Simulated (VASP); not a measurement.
A run of VASP 6.6.1 is set up as follows.

The input POSCAR:

```
Ca
1.0
    3.9364726266      0.0000000000      0.0000000000
   -1.9682363133      3.4090852959      0.0000000000
    0.0000000000      0.0000000000      6.4743631030
Ca
2
Direct
    0.3333333333      0.6666666667      0.2500000000
    0.6666666667      0.3333333333      0.7500000000
```

The input INCAR.step1:

```
PREC = Accurate ; ENCUT = 520
ISMEAR = -1 ; SIGMA = 0.1
LREAL = F ; LASPH = T
NELM = 100 ; NBANDS = 17
GGA = PE ; ALGO = Normal
EDIFF = 1E-4 ; LWAVE = T
LCHARG = F
```

Contents of INCAR.step2:

```
PREC = Accurate ; ENCUT = 520
EDIFF = 1E-6 ; ISMEAR = -1
SIGMA = 0.1 ; LREAL = F
LASPH = T ; NELM = 100
ALGO = Normal ; ISIF = 2
LWAVE = F ; LCHARG = T
METAGGA = R2SCAN ; LMIXTAU = T
LELF = T ; LVHAR = T
NBANDS = 17 ; ISTART = 1
```

KPOINTS

```
regular mesh
0
Gamma
  15 15 8
```

Potentials or basis: VASP PAW PBE potentials, release 64 (Ca_sv).

Command:

```sh
$ cat potpaw_PBE.64/Ca_sv/POTCAR > POTCAR
$ cp INCAR.step1 INCAR
$ mpirun -np 1 vasp_std > vasp.out
$ cp INCAR.step2 INCAR
$ mpirun -np 1 vasp_std > vasp.out
```

Task: Estimate the pressure.

Result: 0.1 GPa.

Task: Estimate the band gap on the k mesh.

Result: Zero (bands 10 and 11 overlap by 0.64 eV).

Stress tensor (GPa, compression positive):
```
0.11 0.00 0.00
0.00 0.11 0.00
0.00 0.00 0.02
```

Caveat: the PAW data sets were made with another functional, which shifts forces and pressure a little.
